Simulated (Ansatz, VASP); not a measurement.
# One calculation of Si4Mo3, two programs

Contents of INCAR:

```
SYSTEM = Si4Mo3
PREC = Accurate
ENCUT = 600
EDIFF = 1E-6
ISMEAR = 0
SIGMA = 0.2
LREAL = .FALSE.
LASPH = .TRUE.
NELM = 100
ALGO = Normal
ISIF = 3
LWAVE = .FALSE.
LCHARG = .FALSE.
GGA = PE
IBRION = 2
NSW = 36
EDIFFG = -0.08
```

KPOINTS

```
regular mesh
0
G
  4 4 2
  0 0 0
```

Contents of POSCAR:

```
Si4Mo3
1.0
    4.2743416400      0.0000000000      0.0000000000
   -2.1371708200      3.7016884500      0.0000000000
    0.0000000000      0.0000000000      7.9512700000
Si Mo
4 3
Direct
    0.0000000000      0.0000000000      0.7412927300
    0.0000000000      0.0000000000      0.2587072700
    0.3333333300      0.6666666700      0.1270093100
    0.6666666700      0.3333333300      0.8729906900
    0.5000000000      0.0000000000      0.5000000000
    0.0000000000      0.5000000000      0.5000000000
    0.5000000000      0.5000000000      0.5000000000
```

Input for Ansatz:

```yaml
crystal:
  lattice:
    - [4.27434164, 0.0, 0.0]
    - [-2.13717082, 3.70168845, 0.0]
    - [0.0, 0.0, 7.95127]
  atoms:
    - { symbol: Si, position: [0.0, 0.0, 0.74129273] }
    - { symbol: Si, position: [0.0, 0.0, 0.25870727] }
    - { symbol: Si, position: [0.33333333, 0.66666667, 0.12700931] }
    - { symbol: Si, position: [0.66666667, 0.33333333, 0.87299069] }
    - { symbol: Mo, position: [0.5, 0.0, 0.5] }
    - { symbol: Mo, position: [0.0, 0.5, 0.5] }
    - { symbol: Mo, position: [0.5, 0.5, 0.5] }
basis:
  ecutwfc: 420
kpoints:
  mp_grid: { grid: [4, 4, 2] }
hamiltonian:
  xc: pbe
scf:
  occupations: { method: gaussian, width: 0.2 }
  lower_state_search: "off"
output:
  forces: true
  stress: true
  eigenvalues: true
relax:
  adjacent_minimum: "off"
  f_tol: 0.08
  max_steps: 16
  cell: { stress_tol: 0.8 }
```

Alike in both runs: task relaxation of cell and atoms; functional PBE; k mesh 4 × 4 × 2; occupations gaussian, width 0.2 eV; no spin polarisation.

```csv
,VASP,Ansatz
version,VASP 6.6.1,Ansatz 0.2.0
potentials or method,"VASP PAW PBE potentials, release 64 (Si, Mo_sv), cutoff 600 eV","scalar-relativistic, plane waves, PAW"
valence electrons in the cell,58,58
```

```tsv
	VASP	Ansatz	Ansatz less VASP
gap on the k mesh at the Fermi level, each at its own relaxed structure (eV)	none	none	-
relaxed volume (Å³/atom)	15.20	15.15	-0.050
relaxed cell length with the largest relative difference (Å)	5.214	5.204	-0.0098
```

A gap of «none» marks a metal or a gap that the smearing closes.

The k mesh is coarse, so the values compare programs but aren't converged. Noted on VASP's run: the volume moved by over 15 % at a fixed basis, so the end points are rough.
